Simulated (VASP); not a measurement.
Set up this calculation in VASP 6.6.1, as the native input.

| Quantity | Value |
| --- | --- |
| Task | single point |
| Functional | PBE |
| Potentials or basis | VASP PAW PBE potentials, release 64 (Ir) |
| Cutoff | 520 eV |
| k mesh | 18 × 18 × 10 |
| Occupations | fermi-dirac, width 0.05 eV |
| Spin | no spin polarisation |
| Dipole correction | no |
| Further INCAR settings | ALGO = Normal; EDIFF = 1e-06; NBANDS = 16 |

The structure of Ir lies in POSCAR:

```
Ir
1.0
    2.4119271252      0.0000000000      0.0000000000
   -1.2059635626      2.0887901625      0.0000000000
    0.0000000000      0.0000000000      3.9317877774
Ir
2
Direct
    0.3333333333      0.6666666667      0.2500000000
    0.6666666667      0.3333333333      0.7500000000
```

This isn't the form of Ir at room conditions, which is fcc.

The input as run:

INCAR

```
PREC = Accurate ; ENCUT = 520
EDIFF = 1E-6 ; ISMEAR = -1
SIGMA = 0.05 ; LREAL = F
LASPH = T ; NELM = 100
ALGO = Normal ; ISIF = 2
LWAVE = F ; LCHARG = T
GGA = PE ; LELF = T
LVHAR = T ; NBANDS = 16
```

KPOINTS

```
regular mesh
0
Gamma
  18 18 10
```

Potentials or basis: VASP PAW PBE potentials, release 64 (Ir).

Launch:

```console
$ cat potpaw_PBE.64/Ir/POTCAR > POTCAR
$ mpirun -np 1 vasp_std > vasp.out
```

It gave:

```json
{
  "Pressure": "349.8 GPa",
  "Band gap on the k mesh": "zero (bands 9 and 10 overlap by 6.03 eV)"
}
```

Caveat: the cell stands under pressure; spin-orbit coupling is left out, which moves the levels of the heavy elements.

Run time: 110 s on 1 thread of Intel Xeon 8259CL (shared host), peak memory 0.18 GiB.
